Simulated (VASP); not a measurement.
A run of VASP 6.6.1 is set up as follows.

The input INCAR:

```
ALGO = Normal
EDIFF = 1E-6
ENCUT = 500
GGA = PE
GGA_COMPAT = F
ISIF = 2
ISMEAR = 0
ISPIN = 2
LASPH = T
LCHARG = T
LELF = T
LMAXMIX = 4
LORBIT = 11
LREAL = F
LVHAR = T
LWAVE = F
MAGMOM = 0 1 0 0 0 0 0 0
NBANDS = 45
NELM = 200
PREC = Accurate
SIGMA = 0.1
```

File KPOINTS:

```
k-points
0
Gamma
  4 4 4
```

File POSCAR:

```
CaPtCl6
1.0
    0.0000000000      5.3550000000      5.3550000000
    5.3550000000      0.0000000000      5.3550000000
    5.3550000000      5.3550000000      0.0000000000
Ca Pt Cl
1 1 6
Direct
    0.5000000000      0.5000000000      0.5000000000
    0.0000000000      0.0000000000      0.0000000000
    0.7500000000      0.2500000000      0.2500000000
    0.2500000000      0.7500000000      0.7500000000
    0.2500000000      0.7500000000      0.2500000000
    0.7500000000      0.2500000000      0.7500000000
    0.2500000000      0.2500000000      0.7500000000
    0.7500000000      0.7500000000      0.2500000000
```

Potentials or basis: VASP PAW PBE potentials, release 64 (Ca_sv, Pt, Cl).

Run with:

```console
$ cat potpaw_PBE.64/Ca_sv/POTCAR potpaw_PBE.64/Pt/POTCAR potpaw_PBE.64/Cl/POTCAR > POTCAR
$ mpirun -np 1 vasp_std > vasp.out
```

Q: Estimate the net moment.

A: 0.00 μB per cell.

Q: Estimate the pressure.

A: -4.7 GPa.

Caveat: the cell stands under tension.
